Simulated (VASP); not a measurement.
# O3F2 (Pn-3m) in VASP: further runs

O3F2 is run at these levels: PBE; tasks: single point.

Program: VASP 6.6.1. These are calculated values, not measurements. Logs are shortened: lines on timing, memory, paths and dates and some standing lists are left out, and cuts for length are marked.

## Step 1: The cell of the first run

Symmetry: Pn-3m, No. 224, cubic system. Conventional cell: a = 4.893 Å, b = 4.893 Å, c = 4.893 Å, α = 90.00°, β = 90.00°, γ = 90.00°. Within 2.8 Å of F (site symmetry -3m) lie 6 O at 2.12 Å. Within 2.8 Å of O (site symmetry -42m) lie 4 F at 2.12 Å and 4 O at 2.45 Å.

## Step 2: Single point, PBE

File INCAR:

```
  PREC = Accurate
  ENCUT = 520
  EDIFF = 1E-7
  ISMEAR = -1
  SIGMA = 0.06122561905347299
  LREAL = False
  LASPH = True
  NELM = 80
  ALGO = Normal
  ISIF = 2
  LWAVE = False
  LCHARG = True
  GGA = PE
  LELF = True
  LVHAR = True
  NBANDS = 43
```

File KPOINTS:

```
Automatic mesh
0
Gamma
  8 8 8
```

File POSCAR:

```
O3F2
1.0
    4.8929582269      0.0000000000      0.0000000000
    0.0000000000      4.8929582269      0.0000000000
    0.0000000000      0.0000000000      4.8929582269
F O
4 6
Direct
    0.2500000000      0.2500000000      0.2500000000
    0.7500000000      0.7500000000      0.2500000000
    0.7500000000      0.2500000000      0.7500000000
    0.2500000000      0.7500000000      0.7500000000
    0.5000000000      0.0000000000      0.0000000000
    0.0000000000      0.5000000000      0.0000000000
    0.0000000000      0.0000000000      0.5000000000
    0.5000000000      0.5000000000      0.0000000000
    0.5000000000      0.0000000000      0.5000000000
    0.0000000000      0.5000000000      0.5000000000
```

Potentials or basis: VASP PAW PBE potentials, release 64 (F, O).

Command:

```bash
$ cat potpaw_PBE.64/F/POTCAR potpaw_PBE.64/O/POTCAR > POTCAR
$ mpirun -np 1 vasp_std > vasp.out
```

OUTCAR:

```text
PREC = Accurate
   ENCUT = 520
   EDIFF = 1E-7
   ISMEAR = -1
   LREAL = False
   LASPH = True
   NELM = 80
   ISIF = 2
   GGA = PE

 ion  position               nearest neighbor table
   1  0.250  0.250  0.250-
   2  0.750  0.750  0.250-
   3  0.750  0.250  0.750-
   4  0.250  0.750  0.750-
   5  0.500  0.000  0.000-
   6  0.000  0.500  0.000-
   7  0.000  0.000  0.500-
   8  0.500  0.500  0.000-
   9  0.500  0.000  0.500-
  10  0.000  0.500  0.500-

  LATTYP: Found a simple cubic cell.
 ALAT       =     4.8929582269

  Lattice vectors:

 A1 = (   4.8929582269,   0.0000000000,   0.0000000000)
 A2 = (   0.0000000000,   4.8929582269,   0.0000000000)
 A3 = (   0.0000000000,   0.0000000000,   4.8929582269)

Analysis of symmetry for initial positions (statically):
=====================================================================
 Subroutine PRICEL returns:
 Original cell was already a primitive cell.

 Routine SETGRP: Setting up the symmetry group for a
 simple cubic supercell.

 Subroutine GETGRP returns: Found 48 space group operations
 (whereof 24 operations were pure point group operations)
 out of a pool of 48 trial point group operations.

The static configuration has the point symmetry T_d .
 The point group associated with its full space group is O_h .

Analysis of symmetry for dynamics (positions and initial velocities):
=====================================================================
 Subroutine PRICEL returns:
 Original cell was already a primitive cell.

 Routine SETGRP: Setting up the symmetry group for a
 simple cubic supercell.

 Subroutine GETGRP returns: Found 48 space group operations
 (whereof 24 operations were pure point group operations)
 out of a pool of 48 trial point group operations.

The dynamic configuration has the point symmetry T_d .
 The point group associated with its full space group is O_h .

 Subroutine INISYM returns: Found 48 space group operations
 (whereof 24 operations are pure point group operations),
 and found     1 'primitive' translations

----------------------------------------------------------------------------------------

[... 110 lines left out ...]
   EDIFFG = 0.1E-05   stopping-criterion for IOM
   NSW    =      0    number of steps for IOM
   IBRION =     -1    ionic relax: 0-MD 1-quasi-New 2-CG
   NFREE  =      0    steps in history (QN), initial steepest desc. (CG)
   ISIF   =      2    stress and relaxation
   ISYM   =      2    0-nonsym 1-usesym 2-fastsym
   POTIM  = 0.5000    time-step for ionic-motion
   TEBEG  =    0.0;   TEEND  =   0.0 temperature during run
   PSTRESS=    0.0 pullay stress
   NELECT =      64.0000    total number of electrons
   NUPDOWN=      -1.0000    fix difference up-down
   EMIN   =  10.00;   EMAX   =-10.00  energy-range for DOS
   EFERMI =   0.00;   METHOD = LEGACY
   ISMEAR =    -1;   SIGMA  =   0.06  broadening in eV -4-tet -1-fermi 0-gaus
   EFERMI_NEDOS =   21; number of points for ismear=-14 and -15
   IALGO  =     38    algorithm
   IMIX   =      4    mixing-type and parameters
     AMIX     =   0.40;   BMIX     =  1.00
     AMIX_MAG =   1.60;   BMIX_MAG =  1.00
  volume/ion in A,a.u.               =      11.71        79.05
  Fermi-wavevector in a.u.,A,eV,Ry     =   1.338330  2.529078 24.369776  1.791128
  Thomas-Fermi vector in A             =   2.466809
   LORBIT       =      0    0 simple, 1 ext, 2 COOP (PROOUT), +10 PAW based schemes
   GGA     = PE    functional components
   LHFCALC =     F    Hartree Fock is set to
   AEXX    =    0.0000 exact exchange contribution
   IVDW    =     0    specifies the selected vdW correction
   LEPSILON=     F    determine dielectric tensor
   LRPA    =     F    only Hartree local field effects (RPA)
 non-spin polarized calculation
  energy-cutoff  :      520.00
  volume of cell :      117.14
 maximum number of plane-waves:      3184
   NGX = 19   NGY = 19   NGZ = 19

 number of electron      63.9999927 magnetization

 Free energy of the ion-electron system (eV)
  ---------------------------------------------------
  ext. energy  EPLUGINS =         0.00000000
  ---------------------------------------------------
  free energy    TOTEN  =       -17.37937846 eV

  energy without entropy =      -17.19330446  energy(sigma->0) =      -17.28634146

 E-fermi :  -1.8877     XC(G=0):  -9.4043

 val. band max:       -1.8901733493   @ k =   0.2500   0.1250   0.0000
 cond. band min:      -1.8744928979   @ k =   0.5000   0.3750   0.1250
 fundamental gap:      0.0156804514
 Fermi energy:        -1.8877408606

 k-point     1 :       0.0000    0.0000    0.0000
  band No.  band energies     occupation
      1     -24.5248      2.00000
      2     -23.9115      2.00000
      3     -23.9115      2.00000
      4     -23.9115      2.00000
      5     -19.0102      2.00000
      6     -19.0102      2.00000
[... 1093 lines left out ...]
     42      10.2962      0.00000
     43      11.7830      0.00000

 [... further k-points ...]

------------------------ aborting loop because EDIFF is reached ----------------------------------------

  FORCE on cell =-STRESS in cart. coord.  units (eV):
  Direction    XX          YY          ZZ          XY          YZ          ZX
  --------------------------------------------------------------------------------------
  -------------------------------------------------------------------------------------
  Total       -2.3405714     -2.3405714     -2.3405714      0.0000000      0.0000000      0.0000000
  in kB      -32.0123791    -32.0123791    -32.0123791      0.0000000      0.0000000      0.0000000
  external PRESSURE =     -32.0123791 kB  Pullay stress =       0.0000000 kB

 VOLUME and BASIS-vectors are now :
 -----------------------------------------------------------------------------
  energy-cutoff  :      520.00
  volume of cell :      117.14
      direct lattice vectors                 reciprocal lattice vectors
     4.892958227  0.000000000  0.000000000     0.204375340  0.000000000  0.000000000
     0.000000000  4.892958227  0.000000000     0.000000000  0.204375340  0.000000000
     0.000000000  0.000000000  4.892958227     0.000000000  0.000000000  0.204375340

 POSITION                                       TOTAL-FORCE (eV/Angst)
 -----------------------------------------------------------------------------------
      1.22324      1.22324      1.22324        -0.000000      0.000000     -0.000000
      3.66972      3.66972      1.22324         0.000000     -0.000000     -0.000000
      3.66972      1.22324      3.66972        -0.000000     -0.000000      0.000000
      1.22324      3.66972      3.66972         0.000000      0.000000     -0.000000
      2.44648      0.00000      0.00000        -0.000000     -0.000000     -0.000000
      0.00000      2.44648      0.00000        -0.000000     -0.000000     -0.000000
      0.00000      0.00000      2.44648        -0.000000     -0.000000      0.000000
      2.44648      2.44648      0.00000         0.000000      0.000000      0.000000
      2.44648      0.00000      2.44648         0.000000     -0.000000      0.000000
      0.00000      2.44648      2.44648         0.000000     -0.000000      0.000000
 -----------------------------------------------------------------------------------
    total drift:                               -0.000000      0.000000     -0.000000

  FREE ENERGIE OF THE ION-ELECTRON SYSTEM (eV)
  ---------------------------------------------------
  free  energy   TOTEN  =       -17.3793784626 eV

  energy  without entropy=      -17.1933044588  energy(sigma->0) =      -17.28634146
```

OSZICAR:

```text
N       E                     dE             d eps       ncg     rms          rms(c)
DAV:   1     0.405049508622E+03    0.40505E+03   -0.37067E+04  3010   0.144E+03
DAV:   2     0.691239063353E+01   -0.39814E+03   -0.37917E+03  3784   0.330E+02
DAV:   3    -0.175224388238E+02   -0.24435E+02   -0.23047E+02  3148   0.794E+01
DAV:   4    -0.177864222321E+02   -0.26398E+00   -0.26315E+00  3148   0.925E+00
DAV:   5    -0.177892110260E+02   -0.27888E-02   -0.27873E-02  3136   0.882E-01    0.640E+00
DAV:   6    -0.190210120524E+02   -0.12318E+01   -0.31763E+00  3160   0.133E+01    0.153E+01
DAV:   7    -0.173687015518E+02    0.16523E+01   -0.17394E+00  3217   0.105E+01    0.174E+00
DAV:   8    -0.173765874946E+02   -0.78859E-02   -0.14335E-01  3076   0.226E+00    0.380E-01
DAV:   9    -0.173787263056E+02   -0.21388E-02   -0.33829E-03  3148   0.349E-01    0.178E-01
DAV:  10    -0.173793060388E+02   -0.57973E-03   -0.51298E-04  3133   0.139E-01    0.297E-02
DAV:  11    -0.173793550781E+02   -0.49039E-04   -0.16712E-05  3157   0.236E-02    0.160E-02
DAV:  12    -0.173793785419E+02   -0.23464E-04   -0.11116E-05  3135   0.207E-02    0.243E-03
DAV:  13    -0.173793784626E+02    0.79234E-07   -0.47970E-07  2884   0.385E-03
   1 F= -.17379378E+02 E0= -.17286341E+02  d E =-.186074E+00
```

stdout:

```text
POSCAR found type information on POSCAR F O
 POSCAR found :  2 types and      10 ions
 scaLAPACK will be used
 LDA part: xc-table for (Slater+PW92), standard interpolation
 POSCAR, INCAR and KPOINTS ok, starting setup
 FFT: planning ... GRIDC
 FFT: planning ... GRID_SOFT
 FFT: planning ... GRID
 WAVECAR not read
 entering main loop
```

Wall time 62 s (1 thread of AMD EPYC 9R45 (Zen 5), shared host); peak memory 0.24 GiB.

What came out:

```yaml
Free_energy: -17.3794 eV
Pressure: -3.2 GPa
Band_gap_on_the_k_mesh: zero (bands 32 and 33 overlap by 0.31 eV)
```

Levels at points of the mesh, in eV from the Fermi level:
```csv
k point,band 28,band 29,band 30,band 31,band 32,band 33,band 34,band 35,band 36,band 37
"(0.00, 0.00, 0.00)",-1.18,0.08,0.08,0.08,0.22,0.22,0.22,0.43,0.43,0.43
"(0.50, 0.00, 0.00)",-1.04,-0.19,-0.19,-0.19,-0.19,-0.06,-0.06,0.13,0.13,0.56
"(0.50, 0.50, 0.00)",-1.04,-0.70,-0.70,-0.26,-0.26,-0.08,-0.08,0.16,0.16,0.43
"(0.50, 0.50, 0.50)",-1.24,-1.22,-1.22,-1.22,0.13,0.13,0.13,0.26,0.37,0.37
```

Caveat: the cell stands under tension.

(Part 1 of 2 ends here.)
